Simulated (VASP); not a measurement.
# Nb8N5 (Cmmm) in VASP: notebook

Runs on Nb8N5. Level: LDA. Tasks: single point.

Everything below comes from runs of VASP 6.6.1. Logs are shortened: lines on timing, memory, paths and dates and some standing lists are left out, and cuts for length are marked.

### Step 1. The cell of the first run

Symmetry: Cmmm, No. 65, orthorhombic system. Conventional cell: a = 6.015 Å, b = 8.635 Å, c = 6.111 Å, α = 90.00°, β = 90.00°, γ = 90.00°. Nb (site symmetry m) has 3 N at 2.16 Å and 12 Nb at 2.95 to 3.07 Å within 3.1 Å. Nb (site symmetry m2m) has 4 N at 2.14 Å within 2.8 Å. Nb (site symmetry m2m) has 5 N at 2.15 to 2.17 Å within 2.8 Å. Within 2.9 Å of N (site symmetry mmm) lie 6 Nb at 2.16 to 2.17 Å. Within 2.8 Å of N (site symmetry 2) lie 6 Nb at 2.14 to 2.16 Å.

### Step 2. Single point, LDA

Contents of INCAR:

```
SYSTEM = Nb8N5
PREC = Accurate
ENCUT = 520
EDIFF = 1E-6
ISMEAR = 0
SIGMA = 0.05
LREAL = .False.
LASPH = .True.
NELM = 60
ALGO = Normal
ISIF = 2
LWAVE = .False.
LCHARG = .False.
NBANDS = 76
```

Contents of KPOINTS:

```
regular mesh
0
Gamma
  6 6 4
  0 0 0
```

Contents of POSCAR:

```
Nb8N5
1.0
    3.0076251888     -4.3172798981      0.0000000000
    3.0076251888      4.3172798981      0.0000000000
    0.0000000000      0.0000000000      6.1107325947
Nb N
8 5
Direct
    0.2451400000      0.2451400000      0.7507320000
    0.7548600000      0.7548600000      0.2492680000
    0.7548600000      0.7548600000      0.7507320000
    0.2451400000      0.2451400000      0.2492680000
    0.7470840000      0.2529160000      0.5000000000
    0.2483390000      0.7516610000      0.0000000000
    0.7516610000      0.2483390000      0.0000000000
    0.2529160000      0.7470840000      0.5000000000
    0.5000000000      0.5000000000      0.0000000000
    0.5000000000      0.0000000000      0.7484270000
    0.0000000000      0.5000000000      0.2515730000
    0.0000000000      0.5000000000      0.7484270000
    0.5000000000      0.0000000000      0.2515730000
```

Potentials or basis: VASP PAW LDA potentials, release 64 (Nb_sv, N).

Run with:

```console
$ cat potpaw_LDA.64/Nb_sv/POTCAR potpaw_LDA.64/N/POTCAR > POTCAR
$ mpirun -np 1 vasp_std > vasp.out
```

OUTCAR:

```text
SYSTEM = Nb8N5
   PREC = Accurate
   ENCUT = 520
   EDIFF = 1E-6
   ISMEAR = 0
   LREAL = .False.
   LASPH = .True.
   NELM = 60
   ISIF = 2

 ion  position               nearest neighbor table
   1  0.245  0.245  0.751-  10 2.16  12 2.16   9 2.16   3 2.95   7 3.02   6 3.02   5 3.04   8 3.04
                             4 3.05
   2  0.755  0.755  0.249-  11 2.16  13 2.16   9 2.16   4 2.95   7 3.02   6 3.02   5 3.04   8 3.04
                             3 3.05
   3  0.755  0.755  0.751-  10 2.16  12 2.16   9 2.16   1 2.95   7 3.02   6 3.02   5 3.04   8 3.04
                             2 3.05
   4  0.245  0.245  0.249-  11 2.16  13 2.16   9 2.16   2 2.95   7 3.02   6 3.02   5 3.04   8 3.04
                             1 3.05
   5  0.747  0.253  0.500-  10 2.14  11 2.14  12 2.14  13 2.14   8 3.01   8 3.01   3 3.04   2 3.04
                             1 3.04   4 3.04
   6  0.248  0.752  0.000-  10 2.15  11 2.15  12 2.15  13 2.15   9 2.17   7 3.01   7 3.01   3 3.02
                             4 3.02   1 3.02   2 3.02
   7  0.752  0.248  0.000-  10 2.15  11 2.15  12 2.15  13 2.15   9 2.17   6 3.01   6 3.01   3 3.02
                             4 3.02   1 3.02   2 3.02
   8  0.253  0.747  0.500-  10 2.14  11 2.14  12 2.14  13 2.14   5 3.01   5 3.01   2 3.04   1 3.04
                             4 3.04   3 3.04
   9  0.500  0.500  0.000-   1 2.16   2 2.16   3 2.16   4 2.16   6 2.17   7 2.17
  10  0.500  0.000  0.748-   5 2.14   8 2.14   7 2.15   6 2.15   1 2.16   3 2.16
  11  0.000  0.500  0.252-   5 2.14   8 2.14   7 2.15   6 2.15   2 2.16   4 2.16
  12  0.000  0.500  0.748-   5 2.14   8 2.14   7 2.15   6 2.15   1 2.16   3 2.16
  13  0.500  0.000  0.252-   5 2.14   8 2.14   7 2.15   6 2.15   2 2.16   4 2.16

  LATTYP: Found a base centered orthorhombic cell.
 ALAT       =     6.0152503776
 B/A-ratio  =     1.4354447869
 C/A-ratio  =     1.0158733571

  Lattice vectors:

 A1 = (   3.0076251888,  -4.3172798981,   0.0000000000)
 A2 = (   3.0076251888,   4.3172798981,   0.0000000000)
 A3 = (   0.0000000000,   0.0000000000,   6.1107325947)

Analysis of symmetry for initial positions (statically):
=====================================================================
 Subroutine PRICEL returns:
 Original cell was already a primitive cell.

 Routine SETGRP: Setting up the symmetry group for a
 base centered orthorhombic supercell.

 Subroutine GETGRP returns: Found  8 space group operations
 (whereof  8 operations were pure point group operations)
 out of a pool of  8 trial point group operations.

The static configuration has the point symmetry D_2h.

Analysis of symmetry for dynamics (positions and initial velocities):
=====================================================================
 Subroutine PRICEL returns:
 Original cell was already a primitive cell.

[... 142 lines left out ...]
   EMIN   =  10.00;   EMAX   =-10.00  energy-range for DOS
   EFERMI =   0.00;   METHOD = LEGACY
   ISMEAR =     0;   SIGMA  =   0.05  broadening in eV -4-tet -1-fermi 0-gaus
   EFERMI_NEDOS =   21; number of points for ismear=-14 and -15
   IALGO  =     38    algorithm
   IMIX   =      4    mixing-type and parameters
     AMIX     =   0.40;   BMIX     =  1.00
     AMIX_MAG =   1.60;   BMIX_MAG =  1.00
  volume/ion in A,a.u.               =      12.21        82.38
  Fermi-wavevector in a.u.,A,eV,Ry     =   1.527867  2.887251 31.761152  2.334379
  Thomas-Fermi vector in A             =   2.635705
   LORBIT       =      0    0 simple, 1 ext, 2 COOP (PROOUT), +10 PAW based schemes
   GGA     = CA    functional components
   LHFCALC =     F    Hartree Fock is set to
   AEXX    =    0.0000 exact exchange contribution
   IVDW    =     0    specifies the selected vdW correction
   LEPSILON=     F    determine dielectric tensor
   LRPA    =     F    only Hartree local field effects (RPA)
 non-spin polarized calculation
 Gauss-broadening in eV      SIGMA  =   0.05
  energy-cutoff  :      520.00
  volume of cell :      158.69
 maximum number of plane-waves:      4298
   NGX = 19   NGY = 19   NGZ = 23

 number of electron     128.9999998 magnetization

 Free energy of the ion-electron system (eV)
  ---------------------------------------------------
  ext. energy  EPLUGINS =         0.00000000
  ---------------------------------------------------
  free energy    TOTEN  =      -149.98872058 eV

  energy without entropy =     -149.97927999  energy(sigma->0) =     -149.98400028

 E-fermi :  12.7004     XC(G=0): -13.3555

 val. band max:       12.6959906655   @ k =   0.5000   0.1667   0.0000
 cond. band min:      12.7058387191   @ k =   0.5000   0.0000   0.5000
 fundamental gap:      0.0098480537
 Fermi energy:        12.7003761336

 k-point     1 :       0.0000    0.0000    0.0000
  band No.  band energies     occupation
      1     -42.7190      2.00000
      2     -42.6363      2.00000
      3     -42.3213      2.00000
      4     -42.2300      2.00000
      5     -42.0466      2.00000
      6     -42.0278      2.00000
[... 1885 lines left out ...]
     75      15.3396      0.00000
     76      15.4617      0.00000

 [... further k-points ...]
[... 5 lines left out ...]
  --------------------------------------------------------------------------------------
  -------------------------------------------------------------------------------------
  Total        0.6773306      0.3512611     -0.6507449      0.0000000      0.0000000      0.0000000
  in kB        6.8383935      3.5463655     -6.5699819      0.0000000      0.0000000      0.0000000
  external PRESSURE =       1.2715924 kB  Pullay stress =       0.0000000 kB

 VOLUME and BASIS-vectors are now :
 -----------------------------------------------------------------------------
  energy-cutoff  :      520.00
  volume of cell :      158.69
      direct lattice vectors                 reciprocal lattice vectors
     3.007625189 -4.317279898  0.000000000     0.166244119 -0.115813663  0.000000000
     3.007625189  4.317279898  0.000000000     0.166244119  0.115813663  0.000000000
     0.000000000  0.000000000  6.110732595     0.000000000  0.000000000  0.163646500

 POSITION                                       TOTAL-FORCE (eV/Angst)
 -----------------------------------------------------------------------------------
      1.47458      0.00000      4.58752         0.104126     -0.000000      0.083185
      4.54067      0.00000      1.52321        -0.104126     -0.000000     -0.083185
      4.54067      0.00000      4.58752        -0.104126     -0.000000      0.083185
      1.47458      0.00000      1.52321         0.104126     -0.000000     -0.083185
      3.00763     -2.13346      3.05537        -0.000000     -0.026640     -0.000000
      3.00763      2.17298      0.00000        -0.000000     -0.295738     -0.000000
      3.00763     -2.17298      0.00000        -0.000000      0.295738      0.000000
      3.00763      2.13346      3.05537        -0.000000      0.026640      0.000000
      3.00763      0.00000      0.00000        -0.000000     -0.000000      0.000000
      1.50381     -2.15864      4.57344        -0.000000     -0.000000      0.020173
      1.50381      2.15864      1.53730        -0.000000     -0.000000     -0.020173
      1.50381      2.15864      4.57344        -0.000000      0.000000      0.020173
      1.50381     -2.15864      1.53730         0.000000      0.000000     -0.020173
 -----------------------------------------------------------------------------------
    total drift:                               -0.000000      0.000000     -0.000000

  FREE ENERGIE OF THE ION-ELECTRON SYSTEM (eV)
  ---------------------------------------------------
  free  energy   TOTEN  =      -149.9887205770 eV

  energy  without entropy=     -149.9792799917  energy(sigma->0) =     -149.98400028
```

OSZICAR:

```text
N       E                     dE             d eps       ncg     rms          rms(c)
DAV:   1     0.198429813910E+04    0.19843E+04   -0.68740E+04  5976   0.182E+03
DAV:   2     0.282401179992E+02   -0.19561E+04   -0.19130E+04  7580   0.863E+02
DAV:   3    -0.152868862428E+03   -0.18111E+03   -0.17660E+03  9992   0.220E+02
DAV:   4    -0.167293440388E+03   -0.14425E+02   -0.14089E+02 10696   0.539E+01
DAV:   5    -0.168311219074E+03   -0.10178E+01   -0.10017E+01 10608   0.161E+01    0.316E+01
DAV:   6    -0.150627192726E+03    0.17684E+02   -0.12170E+02  8680   0.407E+01    0.116E+01
DAV:   7    -0.150072774742E+03    0.55442E+00   -0.12125E+01  9512   0.133E+01    0.651E+00
DAV:   8    -0.150023305545E+03    0.49469E-01   -0.12660E+00  9504   0.605E+00    0.307E+00
DAV:   9    -0.149996972033E+03    0.26334E-01   -0.48979E-01  9480   0.443E+00    0.132E+00
DAV:  10    -0.149987687208E+03    0.92848E-02   -0.10925E-01  9416   0.203E+00    0.475E-01
DAV:  11    -0.149988460009E+03   -0.77280E-03   -0.19847E-02  9976   0.801E-01    0.147E-01
DAV:  12    -0.149988691482E+03   -0.23147E-03   -0.12775E-03 11200   0.177E-01    0.626E-02
DAV:  13    -0.149988723355E+03   -0.31873E-04   -0.18638E-04 10120   0.834E-02    0.331E-02
DAV:  14    -0.149988721702E+03    0.16535E-05   -0.69590E-05  9800   0.570E-02    0.140E-02
DAV:  15    -0.149988720542E+03    0.11598E-05   -0.14609E-05  9184   0.246E-02    0.733E-03
DAV:  16    -0.149988720577E+03   -0.34845E-07   -0.12032E-06  4560   0.929E-03
   1 F= -.14998872E+03 E0= -.14998400E+03  d E =-.944059E-02
```

stdout:

```text
POSCAR found type information on POSCAR NbN
 POSCAR found :  2 types and      13 ions
 scaLAPACK will be used
 LDA part: xc-table for (Slater(with rela. corr.)+CA(PZ))
 , standard interpolation
 POSCAR, INCAR and KPOINTS ok, starting setup
 FFT: planning ... GRIDC
 FFT: planning ... GRID_SOFT
 FFT: planning ... GRID
 WAVECAR not read
 entering main loop
```

Wall time 14 min (1 thread of AMD EPYC 7R43 (Zen 3), shared host); peak memory 0.4 GiB.

Results:

```yaml
Free_energy: -149.9887 eV
Pressure: 0.1 GPa
Largest_force: 0.296 eV/Å
Band_gap_on_the_k_mesh: zero (an odd number of electrons rules out a gap without spin polarisation)
```

Forces on the atoms (eV/Å):
```
Nb   0.104  0.000  0.083
Nb  -0.104  0.000 -0.083
Nb  -0.104  0.000  0.083
Nb   0.104  0.000 -0.083
Nb   0.000 -0.027  0.000
Nb   0.000 -0.296  0.000
Nb   0.000  0.296  0.000
Nb   0.000  0.027  0.000
N    0.000  0.000  0.000
N    0.000  0.000  0.020
N    0.000  0.000 -0.020
N    0.000  0.000  0.020
N    0.000  0.000 -0.020
```

### Step 3. Single point, LDA

This run uses another cell than the first one, of 12.99 Å³/atom.

Contents of INCAR:

```
SYSTEM = Nb8N5
ALGO = Normal
EDIFF = 1E-7
ENCUT = 520
ISIF = 2
ISMEAR = 0
LASPH = .TRUE.
LCHARG = .FALSE.
LREAL = .FALSE.
LWAVE = .FALSE.
NBANDS = 76
NELM = 100
PREC = Accurate
SIGMA = 0.05
```

Contents of KPOINTS:

```
k-points
0
G
  6 6 4
  0 0 0
```

POSCAR: that of step 2 with these lines changed.

```diff
@@ -2,5 +2,5 @@
 1.0
-    3.0076251888     -4.3172798981      0.0000000000
-    3.0076251888      4.3172798981      0.0000000000
-    0.0000000000      0.0000000000      6.1107325947
+    3.0703020000     -4.4072490000      0.0000000000
+    3.0703020000      4.4072490000      0.0000000000
+    0.0000000000      0.0000000000      6.2380760000
 Nb N
```

Potentials or basis: VASP PAW LDA potentials, release 64 (Nb_sv, N).

Run with:

```console
$ cat potpaw_LDA.64/Nb_sv/POTCAR potpaw_LDA.64/N/POTCAR > POTCAR
$ mpirun -np 1 vasp_std > vasp.out
```

It took 16 min on 1 thread of AMD EPYC 7R43 (Zen 3), shared host; peak memory 0.41 GiB.

Results (log left out):

* Free energy: -149.4543 eV
* Pressure: -16.4 GPa
* Largest force: 0.461 eV/Å
* Band gap on the k mesh: zero (an odd number of electrons rules out a gap without spin polarisation)

Forces in eV/Å, atoms in the order of the input:
```
Nb   0.242  0.000  0.307
Nb  -0.242  0.000 -0.307
Nb  -0.242  0.000  0.307
Nb   0.242  0.000 -0.307
Nb   0.000 -0.066  0.000
Nb   0.000 -0.461  0.000
Nb   0.000  0.461  0.000
Nb   0.000  0.066  0.000
N    0.000  0.000  0.000
N    0.000  0.000  0.007
N    0.000  0.000 -0.007
N    0.000  0.000  0.007
N    0.000  0.000 -0.007
```

Stress tensor (GPa, compression positive):
```
-16.03   0.00   0.00
  0.00 -16.06   0.00
  0.00   0.00 -17.19
```

Levels at points of the mesh, in eV from the Fermi level:
```
           k point  band 62  band 63  band 64  band 65  band 66  band 67  band 68  band 69
(0.00, 0.00, 0.00)    -0.89    -0.78    -0.49    -0.32     0.88     0.90     0.95     1.04
(0.50, 0.00, 0.00)    -0.93    -0.26    -0.21    -0.15     0.04     0.36     0.36     0.65
(0.50, 0.50, 0.00)    -1.00    -0.47     0.62     0.65     1.18     1.23     1.29     1.59
(0.00, 0.00, 0.50)    -0.93    -0.50    -0.36    -0.06    -0.02     0.14     1.13     1.17
(0.50, 0.00, 0.50)    -0.68    -0.12    -0.01     0.03     0.11     0.19     0.20     1.06
(0.50, 0.50, 0.50)    -0.84    -0.69    -0.55    -0.08    -0.06     0.18     1.35     1.39
```

Caveat: the cell stands under tension.
